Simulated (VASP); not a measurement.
Set up this calculation in VASP 6.6.1, as the native input.

```yaml
Task: single point
Functional: PBE
Dispersion: D3(BJ)
Potentials_or_basis: VASP PAW PBE potentials, release 64 (B, N)
Cutoff: 520 eV
k_mesh: 12 × 12 × 12
Occupations: gaussian, width 0.05 eV
Spin: no spin polarisation
Dipole_correction: no
Further_INCAR_settings: ALGO = Normal; EDIFF = 1e-06; NBANDS = 11
```

The structure of BN lies in POSCAR:

```
BN
1.0
    1.2511217832      0.7223354983      3.6427691556
   -1.2511217832      0.7223354983      3.6427691556
    0.0000000000     -1.4446709967      3.6427691556
B N
1 1
Direct
    0.9996712000      0.9996712000      0.9996712000
    0.3327618000      0.3327618000      0.3327618000
```

This cell differs from its parent crystal: strain +0.000 along x and y, +0.080 along z.

One way to write it, as run:

INCAR

```
SYSTEM = BN
PREC = Accurate
ENCUT = 520
EDIFF = 1E-6
ISMEAR = 0
SIGMA = 0.05
LREAL = .False.
LASPH = .True.
NELM = 100
ALGO = Normal
ISIF = 2
LWAVE = .False.
LCHARG = .False.
GGA = PE
IVDW = 12
NBANDS = 11
```

KPOINTS

```
regular mesh
0
Gamma
  12 12 12
  0 0 0
```

Potentials or basis: VASP PAW PBE potentials, release 64 (B, N).

Launch:

```bash
$ cat potpaw_PBE.64/B/POTCAR potpaw_PBE.64/N/POTCAR > POTCAR
$ mpirun -np 1 vasp_std > vasp.out
```

Results of the run:

```
Pressure                   : 0.7 GPa
Largest force              : 0.023 eV/Å
Band gap on the k mesh     : 4.42 eV, indirect (least direct gap 4.69 eV)
Dispersion energy per atom : -0.126 eV
```

Caveat: the cell differs from its parent crystal (strain +0.000 along x and y, +0.080 along z).

It took 110 s on 1 thread of Intel(R) Xeon(R) Platinum 8259CL CPU @ 2.50GHz (Skylake/Cascade Lake), with other jobs on the host, peak memory 0.2 GiB.
